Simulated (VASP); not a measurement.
# InP (Fm-3m) in VASP: a series of runs

The runs below take InP through electric field gradients, with PBE.

Everything below comes from runs of VASP 6.6.1. Logs are shortened: lines on timing, memory, paths and dates and some standing lists are left out, and cuts for length are marked.

**1. The cell of the first run**

Symmetry: Fm-3m, No. 225, cubic system. The conventional cell has a = 5.710 Å, b = 5.710 Å, c = 5.710 Å, α = 90.00°, β = 90.00°, γ = 90.00°. In (site symmetry m-3m) has 6 P at 2.85 Å within 3.8 Å. Within 3.8 Å of P (site symmetry m-3m) lie 6 In at 2.85 Å.

**2. Electric field gradients, PBE**

INCAR

```
PREC = Accurate
ENCUT = 520
EDIFF = 1E-8
ISMEAR = -1
SIGMA = 0.03
LREAL = False
LASPH = True
NELM = 80
ALGO = Normal
ISIF = 2
LWAVE = False
LCHARG = False
GGA = PE
LEFG = True
NBANDS = 16
```

KPOINTS

```
Automatic mesh
0
Gamma
  11 11 11
```

POSCAR

```
InP
1.0
    0.0000000000      2.8550000000      2.8550000000
    2.8550000000      0.0000000000      2.8550000000
    2.8550000000      2.8550000000      0.0000000000
In P
1 1
Direct
    0.0000000000      0.0000000000      0.0000000000
    0.5000000000      0.5000000000      0.5000000000
```

Potentials or basis: VASP PAW PBE potentials, release 64 (In_d, P).

Started as:

```bash
cat potpaw_PBE.64/In_d/POTCAR potpaw_PBE.64/P/POTCAR > POTCAR
mpirun -np 1 vasp_std > vasp.out
```

OUTCAR:

```text
PREC = Accurate
   ENCUT = 520
   EDIFF = 1E-8
   ISMEAR = -1
   LREAL = False
   LASPH = True
   NELM = 80
   ISIF = 2
   GGA = PE

 ion  position               nearest neighbor table
   1  0.000  0.000  0.000-   2 2.85   2 2.85   2 2.85   2 2.85   2 2.85   2 2.85
   2  0.500  0.500  0.500-   1 2.85   1 2.85   1 2.85   1 2.85   1 2.85   1 2.85

  LATTYP: Found a face centered cubic cell.
 ALAT       =     5.7100000000

  Lattice vectors:

 A1 = (   0.0000000000,   2.8550000000,   2.8550000000)
 A2 = (   2.8550000000,   0.0000000000,   2.8550000000)
 A3 = (   2.8550000000,   2.8550000000,   0.0000000000)

Analysis of symmetry for initial positions (statically):
=====================================================================
 Subroutine PRICEL returns:
 Original cell was already a primitive cell.

 Routine SETGRP: Setting up the symmetry group for a
 face centered cubic supercell.

 Subroutine GETGRP returns: Found 48 space group operations
 (whereof 48 operations were pure point group operations)
 out of a pool of 48 trial point group operations.

The static configuration has the point symmetry O_h .

Analysis of symmetry for dynamics (positions and initial velocities):
=====================================================================
 Subroutine PRICEL returns:
 Original cell was already a primitive cell.

 Routine SETGRP: Setting up the symmetry group for a
 face centered cubic supercell.

 Subroutine GETGRP returns: Found 48 space group operations
 (whereof 48 operations were pure point group operations)
 out of a pool of 48 trial point group operations.

The dynamic configuration has the point symmetry O_h .

 Subroutine INISYM returns: Found 48 space group operations
 (whereof 48 operations are pure point group operations),
 and found     1 'primitive' translations

----------------------------------------------------------------------------------------

                                     Primitive cell

  volume of cell :      46.5424

  direct lattice vectors                    reciprocal lattice vectors
     0.000000000  2.855000000  2.855000000    -0.175131349  0.175131349  0.175131349
     2.855000000  0.000000000  2.855000000     0.175131349 -0.175131349  0.175131349
     2.855000000  2.855000000  0.000000000     0.175131349  0.175131349 -0.175131349

  length of vectors
     4.037579721  4.037579721  4.037579721     0.303336394  0.303336394  0.303336394

  position of ions in fractional coordinates (direct lattice)
     0.000000000  0.000000000  0.000000000
     0.500000000  0.500000000  0.500000000

  ion indices of the primitive-cell ions
   primitive index   ion index
                 1           1
                 2           2

----------------------------------------------------------------------------------------

 KPOINTS: Automatic mesh

Automatic generation of k-mesh.
 Grid dimensions read from file:
 generate k-points for:   11   11   11

 Generating k-lattice:

  Cartesian coordinates                     Fractional coordinates (reciprocal lattice)
    -0.015921032  0.015921032  0.015921032     0.090909091  0.000000000  0.000000000
     0.015921032 -0.015921032  0.015921032     0.000000000  0.090909091  0.000000000
     0.015921032  0.015921032 -0.015921032     0.000000000  0.000000000  0.090909091

  Length of vectors
     0.027576036  0.027576036  0.027576036

  Shift w.r.t. Gamma in fractional coordinates (k-lattice)
     0.000000000  0.000000000  0.000000000

 Subroutine IBZKPT returns following result:
 ===========================================

 Found     56 irreducible k-points:

 Following reciprocal coordinates:
            Coordinates               Weight
  0.000000  0.000000  0.000000      1.000000
  0.090909  0.000000  0.000000      8.000000
  0.181818  0.000000  0.000000      8.000000
  0.272727  0.000000  0.000000      8.000000
  0.363636  0.000000  0.000000      8.000000
  0.454545  0.000000  0.000000      8.000000
[... 16 lines left out ...]
 -0.272727  0.181818  0.000000     24.000000
 -0.181818  0.181818  0.000000     12.000000
 [... further k-points ...]
   k-points           NKPTS =     56   k-points in BZ     NKDIM =     56   number of bands    NBANDS=     16
   number of dos      NEDOS =    301   number of ions     NIONS =      2
   total plane-waves  NPLWV =  27000
   dimension x,y,z NGX =    30 NGY =   30 NGZ =   30
   dimension x,y,z NGXF=    60 NGYF=   60 NGZF=   60
   ions per type =               1   1
   NGX,Y,Z   is equivalent  to a cutoff of  12.35, 12.35, 12.35 a.u.
   NGXF,Y,Z  is equivalent  to a cutoff of  24.70, 24.70, 24.70 a.u.
 SYSTEM =  unknown system
   PREC   = accura    normal or accurate (medium, high low for compatibility)
   ISTART =      0    job   : 0-new  1-cont  2-samecut
   ICHARG =      2    charge: 1-file 2-atom 10-const
   ISPIN  =      1    spin polarized calculation?
   LNONCOLLINEAR =      F non collinear calculations
   LSORBIT =      F    spin-orbit coupling
   LASPH  =      T    aspherical Exc in radial PAW
   ENCUT  =  520.0 eV  38.22 Ry    6.18 a.u.   7.51  7.51  7.51*2*pi/ulx,y,z
   NELM   =     80;   NELMIN=  2; NELMDL= -5     # of ELM steps
   EDIFF  = 0.1E-07   stopping-criterion for ELM
   LREAL  =      F    real-space projection
   EDIFFG = 0.1E-06   stopping-criterion for IOM
   NSW    =      0    number of steps for IOM
   IBRION =     -1    ionic relax: 0-MD 1-quasi-New 2-CG
   NFREE  =      0    steps in history (QN), initial steepest desc. (CG)
   ISIF   =      2    stress and relaxation
   ISYM   =      2    0-nonsym 1-usesym 2-fastsym
   POTIM  = 0.5000    time-step for ionic-motion
   TEBEG  =    0.0;   TEEND  =   0.0 temperature during run
   PSTRESS=    0.0 pullay stress
   NELECT =      18.0000    total number of electrons
   NUPDOWN=      -1.0000    fix difference up-down
   EMIN   =  10.00;   EMAX   =-10.00  energy-range for DOS
   EFERMI =   0.00;   METHOD = LEGACY
   ISMEAR =    -1;   SIGMA  =   0.03  broadening in eV -4-tet -1-fermi 0-gaus
   EFERMI_NEDOS =   21; number of points for ismear=-14 and -15
   IALGO  =     38    algorithm
   IMIX   =      4    mixing-type and parameters
     AMIX     =   0.40;   BMIX     =  1.00
     AMIX_MAG =   1.60;   BMIX_MAG =  1.00
  volume/ion in A,a.u.               =      23.27       157.04
  Fermi-wavevector in a.u.,A,eV,Ry     =   1.192750  2.253971 19.356375  1.422653
  Thomas-Fermi vector in A             =   2.328781
   LORBIT       =      0    0 simple, 1 ext, 2 COOP (PROOUT), +10 PAW based schemes
   GGA     = PE    functional components
   LHFCALC =     F    Hartree Fock is set to
   AEXX    =    0.0000 exact exchange contribution
   IVDW    =     0    specifies the selected vdW correction
   LEPSILON=     F    determine dielectric tensor
   LRPA    =     F    only Hartree local field effects (RPA)
 non-spin polarized calculation
  energy-cutoff  :      520.00
  volume of cell :       46.54
 maximum number of plane-waves:      1273
 NGX is ok and might be reduce to    30
   NGX = 15   NGY = 15   NGZ = 15

 number of electron      17.9999993 magnetization

 Free energy of the ion-electron system (eV)
  ---------------------------------------------------
  ext. energy  EPLUGINS =         0.00000000
  ---------------------------------------------------
  free energy    TOTEN  =        -7.84742382 eV

  energy without entropy =       -7.84486123  energy(sigma->0) =       -7.84614252

 E-fermi :   5.9398     XC(G=0):  -9.9774

 val. band max:        5.8993989410   @ k =  -0.4545   0.0909   0.0000
 cond. band min:       5.9558428314   @ k =  -0.0909   0.0909   0.0000
 fundamental gap:      0.0564438905
 Fermi energy:         5.9398028817

 k-point     1 :       0.0000    0.0000    0.0000
  band No.  band energies     occupation
      1      -8.1584      2.00000
      2      -8.1584      2.00000
      3      -8.1442      2.00000
      4      -8.1442      2.00000
      5      -8.1442      2.00000
      6      -5.4078      2.00000
[... 8 lines left out ...]
     15      13.8875      0.00000
     16      13.8875      0.00000

 k-point     2 :       0.0909    0.0000    0.0000
  band No.  band energies     occupation
      1      -8.1610      2.00000
      2      -8.1610      2.00000
      3      -8.1442      2.00000
      4      -8.1404      2.00000
      5      -8.1403      2.00000
      6      -5.3159      2.00000
[... 8 lines left out ...]
     15      13.5307      0.00000
     16      13.9794      0.00000

 k-point     3 :       0.1818    0.0000    0.0000
  band No.  band energies     occupation
      1      -8.1700      2.00000
      2      -8.1700      2.00000
      3      -8.1444      2.00000
      4      -8.1280      2.00000
      5      -8.1280      2.00000
      6      -5.0461      2.00000
[... 8 lines left out ...]
     15      13.9551      0.00000
     16      13.9551      0.00000

 k-point     4 :       0.2727    0.0000    0.0000
  band No.  band energies     occupation
      1      -8.1825      2.00000
      2      -8.1825      2.00000
      3      -8.1452      2.00000
      4      -8.1110      2.00000
      5      -8.1110      2.00000
      6      -4.6222      2.00000
[... 8 lines left out ...]
     15      14.7751      0.00000
     16      14.7751      0.00000

 k-point     5 :       0.3636    0.0000    0.0000
  band No.  band energies     occupation
      1      -8.1941      2.00000
      2      -8.1941      2.00000
      3      -8.1466      2.00000
      4      -8.0951      2.00000
      5      -8.0951      2.00000
      6      -4.1118      2.00000
[... 8 lines left out ...]
     15      15.8307      0.00000
     16      15.8307      0.00000

 k-point     6 :       0.4545    0.0000    0.0000
  band No.  band energies     occupation
      1      -8.2010      2.00000
      2      -8.2010      2.00000
      3      -8.1476      2.00000
      4      -8.0856      2.00000
      5      -8.0856      2.00000
      6      -3.6976      2.00000
[... 8 lines left out ...]
     15      16.8504      0.00000
     16      16.8504      0.00000
[... 267 lines left out ...]
 k-point    21 :      -0.4545    0.1818    0.0000
  band No.  band energies     occupation
      1      -8.2463      2.00000
      2      -8.1820      2.00000
      3      -8.1378      2.00000
      4      -8.1008      2.00000
      5      -8.0813      2.00000
      6      -3.3431      2.00000
[... 8 lines left out ...]
     15      16.8823      0.00000
     16      17.4235      0.00000

 k-point    22 :      -0.3636    0.1818    0.0000
  band No.  band energies     occupation
      1      -8.2316      2.00000
      2      -8.1877      2.00000
      3      -8.1336      2.00000
      4      -8.1019      2.00000
      5      -8.0905      2.00000
      6      -3.5112      2.00000
[... 8 lines left out ...]
     15      15.7430      0.00000
     16      17.0137      0.00000

 k-point    23 :      -0.2727    0.1818    0.0000
  band No.  band energies     occupation
      1      -8.2105      2.00000
      2      -8.1883      2.00000
      3      -8.1359      2.00000
      4      -8.1046      2.00000
      5      -8.1032      2.00000
      6      -3.9760      2.00000
[... 8 lines left out ...]
     15      15.8100      0.00000
     16      17.8515      0.00000

 k-point    24 :      -0.1818    0.1818    0.0000
  band No.  band energies     occupation
      1      -8.1891      2.00000
      2      -8.1847      2.00000
      3      -8.1411      2.00000
      4      -8.1180      2.00000
      5      -8.1071      2.00000
      6      -4.4627      2.00000
[... 8 lines left out ...]
     15      15.6413      0.00000
     16      16.7106      0.00000

 [... further k-points ...]

------------------------ aborting loop because EDIFF is reached ----------------------------------------

  FORCE on cell =-STRESS in cart. coord.  units (eV):
  Direction    XX          YY          ZZ          XY          YZ          ZX
  --------------------------------------------------------------------------------------
  -------------------------------------------------------------------------------------
  Total       -1.5664875     -1.5664875     -1.5664875     -0.0000000     -0.0000000      0.0000000
  in kB      -53.9248799    -53.9248799    -53.9248799     -0.0000000     -0.0000000      0.0000000
  external PRESSURE =     -53.9248799 kB  Pullay stress =       0.0000000 kB

 VOLUME and BASIS-vectors are now :
 -----------------------------------------------------------------------------
  energy-cutoff  :      520.00
  volume of cell :       46.54
      direct lattice vectors                 reciprocal lattice vectors
     0.000000000  2.855000000  2.855000000    -0.175131349  0.175131349  0.175131349
     2.855000000  0.000000000  2.855000000     0.175131349 -0.175131349  0.175131349
     2.855000000  2.855000000  0.000000000     0.175131349  0.175131349 -0.175131349

 POSITION                                       TOTAL-FORCE (eV/Angst)
 -----------------------------------------------------------------------------------
      0.00000      0.00000      0.00000         0.000000     -0.000000     -0.000000
      2.85500      2.85500      2.85500        -0.000000      0.000000      0.000000
 -----------------------------------------------------------------------------------
    total drift:                               -0.000000      0.000000      0.000000

  FREE ENERGIE OF THE ION-ELECTRON SYSTEM (eV)
  ---------------------------------------------------
  free  energy   TOTEN  =        -7.8474238165 eV

  energy  without entropy=       -7.8448612294  energy(sigma->0) =       -7.84614252

 Electric field gradients (V/A^2)
---------------------------------------------------------------------
 ion       V_xx      V_yy      V_zz      V_xy      V_xz      V_yz
---------------------------------------------------------------------
   1      -0.000    -0.000     0.000    -0.001    -0.001    -0.001
   2      -0.000    -0.000    -0.000    -0.000    -0.000    -0.000
---------------------------------------------------------------------

 Electric field gradients after diagonalization (V/A^2)
 (convention: |V_zz| > |V_xx| > |V_yy|)
----------------------------------------------------------------------
 ion       V_xx      V_yy      V_zz     asymmetry (V_yy - V_xx)/ V_zz
----------------------------------------------------------------------
   1       0.001     0.001    -0.002       0.000
   2       0.000     0.000    -0.000       0.000
----------------------------------------------------------------------

           NMR quadrupolar parameters

 Cq : quadrupolar parameter    Cq=e*Q*V_zz/h
 eta: asymmetry parameters     (V_yy - V_xx)/ V_zz
 Q  : nuclear electric quadrupole moment in mb (millibarn)
----------------------------------------------------------------------
 ion       Cq(MHz)       eta       Q (mb)
----------------------------------------------------------------------
   1      -0.000       0.000       1.000
   2      -0.000       0.000       1.000
----------------------------------------------------------------------
```

It took 29 s on 1 thread of Intel Xeon Platinum 8488C (Sapphire Rapids), shared host; peak memory 0.18 GiB.

What came out:

- Free energy: -7.8474 eV
- Pressure: -5.4 GPa
- Band gap on the k mesh: zero (band 9 reaches 6.24 eV, above the bottom of band 10 at 3.95 eV)

Caveat: without QUAD_EFG the Cq values of the log hold for a quadrupole moment of 1 mb, not for the nuclei; spin-orbit coupling is left out, which moves the levels of the heavy elements.

(Part 1 of 2 ends here.)
